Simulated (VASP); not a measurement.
Sc2Si2Se:

```
Sc Si Se
1.0
     0.00000    2.74019    6.04031
     2.71032    0.00000    6.04031
     2.71032    2.74019    0.00000
Sc Si Se
2 2 1
Direct
  0.36120 0.36120 0.63880
  0.63880 0.63880 0.36120
  0.75000 0.75000 0.75000
  0.25000 0.25000 0.25000
  0.00000 0.00000 0.00000
```

The cell was built from a structure type or drawn by symmetry, and may not be a known phase.

- Program: VASP 6.6.1
- Task: relaxation of cell and atoms
- Functional: PBE
- Potentials or basis: VASP PAW PBE potentials, release 64 (Sc_sv, Si, Se)
- Cutoff: 600 eV
- k mesh: 6 × 6 × 6
- Occupations: gaussian, width 0.1 eV
- Spin: no spin polarisation

At the start: pressure 23.0 GPa; volume 17.94 Å³/atom.

Question: Where does the relaxation end?

Answer: Over 9 steps the energy falls by 1107.1 meV/atom and the volume is 18.66 Å³/atom (+4.0 %); space group I4/mmm (No. 139, to 0.1 Å) before and after.

Step by step:
```tsv
step	energy change (eV)	largest force (eV/Å)	pressure (GPa)	volume (Å³)
1	0.0000	6.3980	22.96	89.72
2	-2.8129	0.4689	-11.51	127.19
3	-3.2564	0.9595	-6.83	116.08
4	-4.7623	0.3185	-9.97	111.36
5	-4.9132	0.6345	-10.29	109.79
6	-5.4360	0.4860	5.94	88.32
7	-5.5327	0.1450	-0.03	93.58
8	-5.5350	0.0673	-0.01	93.43
9	-5.5355	0.0067	0.00	93.31
```

Final structure:
```
Sc Si Se
1.0
     0.00000    2.50302    7.43972
     2.50540    0.00000    7.43972
     2.50540    2.50302    0.00000
Sc Si Se
2 2 1
Direct
  0.39306 0.39306 0.60694
  0.60694 0.60694 0.39306
  0.75000 0.75000 0.75000
  0.25000 0.25000 0.25000
  0.00000 0.00000 0.00000
```

Caveat: a cell axis changed by over 15 % at a fixed basis, so the end point is rough.
